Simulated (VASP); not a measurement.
# HfC (NiAs type) (P6_3/mmc) in VASP: further runs

Runs on HfC (NiAs type). Level: PBE. Tasks: single point, relaxation of cell and atoms.

All numbers are computed with VASP 6.6.1; they aren't measurements. Logs are shortened: lines on timing, memory, paths and dates and some standing lists are left out, and cuts for length are marked.

**1. The cell of the first run**

It takes space group P6_3/mmc (No. 194, hexagonal). The conventional cell has a = 3.170 Å, b = 3.170 Å, c = 5.641 Å, α = 90.00°, β = 90.00°, γ = 120.00°. Within 3.1 Å of Hf (site symmetry -3m) lie 6 C at 2.31 Å and 2 Hf at 2.82 Å. C (site symmetry -6m2) has 6 Hf at 2.31 Å within 3.1 Å.

**2. Single point, PBE**

INCAR

```
PREC     = Accurate       # precision mode
ENCUT    = 520            # plane-wave cutoff, eV
EDIFF    = 1E-7           # SCF threshold, eV
ISMEAR   = -1             # smearing method
SIGMA    = 0.05           # smearing width, eV
LREAL    = False          # projectors in reciprocal space
LASPH    = True           # aspherical terms in the spheres
NELM     = 60             # most SCF steps
ALGO     = Normal         # electronic algorithm
ISIF     = 2              # what is computed and relaxed
LWAVE    = False          # write WAVECAR
LCHARG   = False          # write CHGCAR
GGA      = PE             # functional
NBANDS   = 22             # bands
```

KPOINTS

```
Automatic mesh
0
Gamma
  10 10 6
```

POSCAR

```
HfC
1.0
    3.1699177047      0.0000000000      0.0000000000
   -1.5849588524      2.7452292602      0.0000000000
    0.0000000000      0.0000000000      5.6413412289
Hf C
2 2
Direct
    0.0000000000      0.0000000000      0.0000000000
    0.0000000000      0.0000000000      0.5000000000
    0.3333333333      0.6666666667      0.2500000000
    0.6666666667      0.3333333333      0.7500000000
```

Potentials or basis: VASP PAW PBE potentials, release 64 (Hf_pv, C).

The run is started by

```bash
> cat potpaw_PBE.64/Hf_pv/POTCAR potpaw_PBE.64/C/POTCAR > POTCAR
> mpirun -np 1 vasp_std > vasp.out
```

OUTCAR:

```text
PREC = Accurate
   ENCUT = 520
   EDIFF = 1E-7
   ISMEAR = -1
   LREAL = False
   LASPH = True
   NELM = 60
   ISIF = 2
   GGA = PE

 ion  position               nearest neighbor table
   1  0.000  0.000  0.000-   3 2.31   4 2.31   4 2.31   3 2.31   4 2.31   3 2.31   2 2.82   2 2.82

   2  0.000  0.000  0.500-   3 2.31   4 2.31   4 2.31   3 2.31   4 2.31   3 2.31   1 2.82   1 2.82

   3  0.333  0.667  0.250-   1 2.31   2 2.31   1 2.31   2 2.31   1 2.31   2 2.31
   4  0.667  0.333  0.750-   1 2.31   2 2.31   1 2.31   2 2.31   1 2.31   2 2.31

  LATTYP: Found a hexagonal cell.
 ALAT       =     3.1699177047
 C/A-ratio  =     1.7796491122

  Lattice vectors:

 A1 = (   3.1699177047,   0.0000000000,   0.0000000000)
 A2 = (  -1.5849588524,   2.7452292602,   0.0000000000)
 A3 = (   0.0000000000,   0.0000000000,   5.6413412289)

Analysis of symmetry for initial positions (statically):
=====================================================================
 Subroutine PRICEL returns:
 Original cell was already a primitive cell.

 Routine SETGRP: Setting up the symmetry group for a
 hexagonal supercell.

 Subroutine GETGRP returns: Found 24 space group operations
 (whereof 12 operations were pure point group operations)
 out of a pool of 24 trial point group operations.

The static configuration has the point symmetry D_3d.
 The point group associated with its full space group is D_6h.

Analysis of symmetry for dynamics (positions and initial velocities):
=====================================================================
 Subroutine PRICEL returns:
 Original cell was already a primitive cell.

 Routine SETGRP: Setting up the symmetry group for a
 hexagonal supercell.

 Subroutine GETGRP returns: Found 24 space group operations
 (whereof 12 operations were pure point group operations)
 out of a pool of 24 trial point group operations.

The dynamic configuration has the point symmetry D_3d.
 The point group associated with its full space group is D_6h.

 Subroutine INISYM returns: Found 24 space group operations
 (whereof 12 operations are pure point group operations),
 and found     1 'primitive' translations

----------------------------------------------------------------------------------------

                                     Primitive cell

  volume of cell :      49.0918

  direct lattice vectors                    reciprocal lattice vectors
     3.169917705  0.000000000  0.000000000     0.315465603  0.182134151  0.000000000
    -1.584958852  2.745229260  0.000000000     0.000000000  0.364268302  0.000000000
     0.000000000  0.000000000  5.641341229     0.000000000  0.000000000  0.177262810

  length of vectors
     3.169917705  3.169917705  5.641341229     0.364268302  0.364268302  0.177262810

  position of ions in fractional coordinates (direct lattice)
     0.000000000  0.000000000  0.000000000
     0.000000000  0.000000000  0.500000000
     0.333333333  0.666666667  0.250000000
     0.666666667  0.333333333  0.750000000

  ion indices of the primitive-cell ions
   primitive index   ion index
                 1           1
                 2           2
                 3           3
                 4           4

----------------------------------------------------------------------------------------

 KPOINTS: Automatic mesh

Automatic generation of k-mesh.
 Grid dimensions read from file:
 generate k-points for:   10   10    6

 Generating k-lattice:

  Cartesian coordinates                     Fractional coordinates (reciprocal lattice)
     0.031546560  0.018213415  0.000000000     0.100000000  0.000000000  0.000000000
     0.000000000  0.036426830  0.000000000     0.000000000  0.100000000  0.000000000
     0.000000000  0.000000000  0.029543802     0.000000000  0.000000000  0.166666667

  Length of vectors
     0.036426830  0.036426830  0.029543802

  Shift w.r.t. Gamma in fractional coordinates (k-lattice)
     0.000000000  0.000000000  0.000000000

 Subroutine IBZKPT returns following result:
 ===========================================

 Found     56 irreducible k-points:

 Following reciprocal coordinates:
            Coordinates               Weight
  0.000000  0.000000  0.000000      1.000000
  0.100000 -0.000000  0.000000      6.000000
  0.200000 -0.000000  0.000000      6.000000
  0.300000  0.000000  0.000000      6.000000
  0.400000  0.000000  0.000000      6.000000
  0.500000 -0.000000  0.000000      3.000000
[... 16 lines left out ...]
  0.300000  0.100000  0.166667     24.000000
  0.400000  0.100000  0.166667     24.000000
 [... further k-points ...]
   k-points           NKPTS =     56   k-points in BZ     NKDIM =     56   number of bands    NBANDS=     22
   number of dos      NEDOS =    301   number of ions     NIONS =      4
   total plane-waves  NPLWV =  24192
   dimension x,y,z NGX =    24 NGY =   24 NGZ =   42
   dimension x,y,z NGXF=    48 NGYF=   48 NGZF=   84
   ions per type =               2   2
   NGX,Y,Z   is equivalent  to a cutoff of  12.59, 12.59, 12.38 a.u.
   NGXF,Y,Z  is equivalent  to a cutoff of  25.17, 25.17, 24.75 a.u.
 SYSTEM =  unknown system
   PREC   = accura    normal or accurate (medium, high low for compatibility)
   ISTART =      0    job   : 0-new  1-cont  2-samecut
   ICHARG =      2    charge: 1-file 2-atom 10-const
   ISPIN  =      1    spin polarized calculation?
   LNONCOLLINEAR =      F non collinear calculations
   LSORBIT =      F    spin-orbit coupling
   LASPH  =      T    aspherical Exc in radial PAW
   ENCUT  =  520.0 eV  38.22 Ry    6.18 a.u.   5.89  5.89 10.49*2*pi/ulx,y,z
   NELM   =     60;   NELMIN=  2; NELMDL= -5     # of ELM steps
   EDIFF  = 0.1E-06   stopping-criterion for ELM
   LREAL  =      F    real-space projection
   EDIFFG = 0.1E-05   stopping-criterion for IOM
   NSW    =      0    number of steps for IOM
   IBRION =     -1    ionic relax: 0-MD 1-quasi-New 2-CG
   NFREE  =      0    steps in history (QN), initial steepest desc. (CG)
   ISIF   =      2    stress and relaxation
   ISYM   =      2    0-nonsym 1-usesym 2-fastsym
   POTIM  = 0.5000    time-step for ionic-motion
   TEBEG  =    0.0;   TEEND  =   0.0 temperature during run
   PSTRESS=    0.0 pullay stress
   NELECT =      28.0000    total number of electrons
   NUPDOWN=      -1.0000    fix difference up-down
   EMIN   =  10.00;   EMAX   =-10.00  energy-range for DOS
   EFERMI =   0.00;   METHOD = LEGACY
   ISMEAR =    -1;   SIGMA  =   0.05  broadening in eV -4-tet -1-fermi 0-gaus
   EFERMI_NEDOS =   21; number of points for ismear=-14 and -15
   IALGO  =     38    algorithm
   IMIX   =      4    mixing-type and parameters
     AMIX     =   0.40;   BMIX     =  1.00
     AMIX_MAG =   1.60;   BMIX_MAG =  1.00
  volume/ion in A,a.u.               =      12.27        82.82
  Fermi-wavevector in a.u.,A,eV,Ry     =   1.357660  2.565606 25.078830  1.843242
  Thomas-Fermi vector in A             =   2.484560
   LORBIT       =      0    0 simple, 1 ext, 2 COOP (PROOUT), +10 PAW based schemes
   GGA     = PE    functional components
   LHFCALC =     F    Hartree Fock is set to
   AEXX    =    0.0000 exact exchange contribution
   IVDW    =     0    specifies the selected vdW correction
   LEPSILON=     F    determine dielectric tensor
   LRPA    =     F    only Hartree local field effects (RPA)
 non-spin polarized calculation
  energy-cutoff  :      520.00
  volume of cell :       49.09
 maximum number of plane-waves:      1348
 NGX is ok and might be reduce to    24
   NGX = 11   NGY = 11   NGZ = 21

 number of electron      28.0000003 magnetization

 Free energy of the ion-electron system (eV)
  ---------------------------------------------------
  ext. energy  EPLUGINS =         0.00000000
  ---------------------------------------------------
  free energy    TOTEN  =       -39.72852685 eV

  energy without entropy =      -39.72077038  energy(sigma->0) =      -39.72464862

 E-fermi :   5.9931     XC(G=0): -12.3543

 val. band max:        5.9472085282   @ k =   0.3000   0.3000   0.0000
 cond. band min:       6.0288648866   @ k =   0.2000   0.1000   0.0000
 fundamental gap:      0.0816563583
 Fermi energy:         5.9931398836

 k-point     1 :       0.0000    0.0000    0.0000
  band No.  band energies     occupation
      1     -24.3975      2.00000
      2     -23.4465      2.00000
      3     -23.4465      2.00000
      4     -23.3045      2.00000
      5     -23.3045      2.00000
      6     -23.0554      2.00000
[... 14 lines left out ...]
     21      12.8533      0.00000
     22      13.3672      0.00000

 k-point     2 :       0.1000   -0.0000    0.0000
  band No.  band energies     occupation
      1     -24.3806      2.00000
      2     -23.5225      2.00000
      3     -23.4630      2.00000
      4     -23.3706      2.00000
      5     -23.3190      2.00000
      6     -23.0469      2.00000
[... 14 lines left out ...]
     21      12.9555      0.00000
     22      14.0397      0.00000

 k-point     3 :       0.2000   -0.0000    0.0000
  band No.  band energies     occupation
      1     -24.3360      2.00000
      2     -23.7164      2.00000
      3     -23.5401      2.00000
      4     -23.5061      2.00000
      5     -23.3566      2.00000
      6     -23.0244      2.00000
[... 14 lines left out ...]
     21      13.5133      0.00000
     22      14.4887      0.00000

 k-point     4 :       0.3000    0.0000    0.0000
  band No.  band energies     occupation
      1     -24.2803      2.00000
      2     -23.9461      2.00000
      3     -23.7429      2.00000
      4     -23.5587      2.00000
      5     -23.4028      2.00000
      6     -22.9964      2.00000
[... 14 lines left out ...]
     21      13.8815      0.00000
     22      14.1593      0.00000

 k-point     5 :       0.4000    0.0000    0.0000
  band No.  band energies     occupation
      1     -24.2359      2.00000
      2     -24.1235      2.00000
      3     -23.9020      2.00000
      4     -23.6009      2.00000
      5     -23.4398      2.00000
      6     -22.9736      2.00000
[... 417 lines left out ...]
 k-point    22 :       0.2000    0.1000    0.1667
  band No.  band energies     occupation
      1     -24.2206      2.00000
      2     -23.8376      2.00000
      3     -23.6703      2.00000
      4     -23.5496      2.00000
      5     -23.4145      2.00000
      6     -23.1008      2.00000
[... 14 lines left out ...]
     21      13.4743      0.00000
     22      14.1369      0.00000

 k-point    23 :       0.3000    0.1000    0.1667
  band No.  band energies     occupation
      1     -24.1716      2.00000
      2     -24.0255      2.00000
      3     -23.8403      2.00000
      4     -23.6106      2.00000
      5     -23.4689      2.00000
      6     -23.0734      2.00000
[... 14 lines left out ...]
     21      13.6545      0.00000
     22      14.5129      0.00000

 k-point    24 :       0.4000    0.1000    0.1667
  band No.  band energies     occupation
      1     -24.1520      2.00000
      2     -24.1268      2.00000
      3     -23.9432      2.00000
      4     -23.6480      2.00000
      5     -23.5023      2.00000
      6     -23.0564      2.00000
[... 14 lines left out ...]
     21      13.9772      0.00000
     22      14.5049      0.00000

 [... further k-points ...]
[... 5 lines left out ...]
  --------------------------------------------------------------------------------------
  -------------------------------------------------------------------------------------
  Total        5.9900664      5.9900664      5.8199451     -0.0000000     -0.0000000      0.0000000
  in kB      195.4939147    195.4939147    189.9417761     -0.0000000     -0.0000000      0.0000000
  external PRESSURE =     193.6432018 kB  Pullay stress =       0.0000000 kB

 VOLUME and BASIS-vectors are now :
 -----------------------------------------------------------------------------
  energy-cutoff  :      520.00
  volume of cell :       49.09
      direct lattice vectors                 reciprocal lattice vectors
     3.169917705  0.000000000  0.000000000     0.315465603  0.182134151  0.000000000
    -1.584958852  2.745229260  0.000000000     0.000000000  0.364268302  0.000000000
     0.000000000  0.000000000  5.641341229     0.000000000  0.000000000  0.177262810

 POSITION                                       TOTAL-FORCE (eV/Angst)
 -----------------------------------------------------------------------------------
      0.00000      0.00000      0.00000         0.000000      0.000000      0.000000
      0.00000      0.00000      2.82067         0.000000      0.000000      0.000000
     -0.00000      1.83015      1.41034         0.000000      0.000000     -0.000000
      1.58496      0.91508      4.23101        -0.000000      0.000000      0.000000
 -----------------------------------------------------------------------------------
    total drift:                               -0.000000      0.000000      0.000000

  FREE ENERGIE OF THE ION-ELECTRON SYSTEM (eV)
  ---------------------------------------------------
  free  energy   TOTEN  =       -39.7285268517 eV

  energy  without entropy=      -39.7207703812  energy(sigma->0) =      -39.72464862
```

Wall time 67 s (1 thread of Intel Xeon 8259CL, shared host); peak memory 0.2 GiB.

Results:

```
Free energy            : -39.7285 eV
Pressure               : 19.4 GPa
Band gap on the k mesh : zero (band 14 reaches 7.50 eV, above the bottom of band 15 at 5.83 eV)
```

Stress tensor (GPa, compression positive):
```
19.55  0.00  0.00
 0.00 19.55  0.00
 0.00  0.00 18.99
```

Caveat: spin-orbit coupling is left out, which moves the levels of the heavy elements.

**3. Relaxation of cell and atoms, PBE, target pressure 20 GPa, at which the enthalpy is minimised**

This run uses another cell than the first one, of 11.70 Å³/atom, 0.953 times its volume.

INCAR

```
SYSTEM = HfC
  PREC = Accurate
  ENCUT = 600
  EDIFF = 1E-6
  ISMEAR = -1
  SIGMA = 0.05
  LREAL = .False.
  LASPH = .True.
  NELM = 60
  ALGO = Normal
  ISIF = 3
  LWAVE = .False.
  LCHARG = .False.
  GGA = PE
  IBRION = 2
  NSW = 60
  EDIFFG = -0.005
  PSTRESS = 200.0
```

KPOINTS

```
regular mesh
0
Gamma
  10 10 6
  0 0 0
```

POSCAR

```
HfC
1.0
    3.2666199806      0.0000000000      0.0000000000
   -1.6333099903      2.8289758877      0.0000000000
    0.0000000000      0.0000000000      5.0632609699
Hf C
2 2
Direct
    0.0000000000      0.0000000000      0.0000000000
    0.0000000000      0.0000000000      0.5000000000
    0.3333333333      0.6666666667      0.2500000000
    0.6666666667      0.3333333333      0.7500000000
```

Potentials or basis: VASP PAW PBE potentials, release 64 (Hf_pv, C).

The run is started by

```bash
> cat potpaw_PBE.64/Hf_pv/POTCAR potpaw_PBE.64/C/POTCAR > POTCAR
> mpirun -np 1 vasp_std > vasp.out
```

Wall time 4 min (1 thread of Intel Xeon Platinum 8259CL at 2.50GHz (Skylake/Cascade Lake), shared host); peak memory 0.22 GiB.

Results (log left out):

* Free energy: -39.7147 eV
* Relaxed volume: 12.24 Å³/atom
* Relaxed cell: a = 3.168 Å, b = 3.168 Å, c = 5.634 Å, α = 90.00°, β = 90.00°, γ = 120.00°
* Space group after relaxing (to 0.05 Å): P6_3/mmc (No. 194)
* Energy change on relaxing (the enthalpy is what falls): -377.7 meV/atom
* Ionic steps: 9
* Pressure after relaxing: 20.0 GPa
* Band gap on the k mesh: zero (band 14 reaches 7.52 eV, above the bottom of band 15 at 5.84 eV)

Step by step:
```csv
step,energy change (eV),largest force (eV/Å),pressure (GPa),volume (Å³)
1,0.0000,0.0000,39.55,46.79
2,-0.6876,0.0000,-12.18,55.78
3,-1.6921,0.0000,9.32,51.02
4,-1.6615,0.0000,11.09,50.72
5,-1.1222,0.0000,33.18,46.83
6,-1.5181,0.0000,19.67,49.03
7,-1.5140,0.0000,19.86,49.00
8,-1.5079,0.0000,20.18,48.95
9,-1.5110,0.0000,20.03,48.97
```

Final structure:
```
Hf C
1.0
     3.16811    0.00000    0.00000
    -1.58405    2.74366    0.00000
     0.00000    0.00000    5.63401
Hf C
2 2
Cartesian
  0.0000 0.0000 0.0000
  0.0000 0.0000 2.8170
  0.0000 1.8291 1.4085
  1.5841 0.9146 4.2255
```

Levels at points of the mesh, in eV from the Fermi level:
| k point | band 11 | band 12 | band 13 | band 14 | band 15 | band 16 | band 17 | band 18 |
| --- | --- | --- | --- | --- | --- | --- | --- | --- |
| (0.00, 0.00, 0.00) | -2.40 | -1.31 | 0.84 | 1.51 | 1.51 | 2.26 | 2.26 | 2.35 |
| (0.50, 0.00, 0.00) | -2.70 | -1.81 | -1.18 | -0.84 | 0.48 | 2.11 | 5.95 | 6.25 |
| (0.00, 0.00, 0.50) | -1.22 | -1.22 | -1.22 | -1.22 | 3.09 | 3.09 | 3.43 | 3.43 |
| (0.50, 0.00, 0.50) | -1.92 | -1.92 | -1.41 | -1.41 | 1.21 | 1.21 | 6.42 | 6.42 |

Caveat: the cell is relaxed towards a set pressure, so the enthalpy falls and the energy may rise; spin-orbit coupling is left out, which moves the levels of the heavy elements.
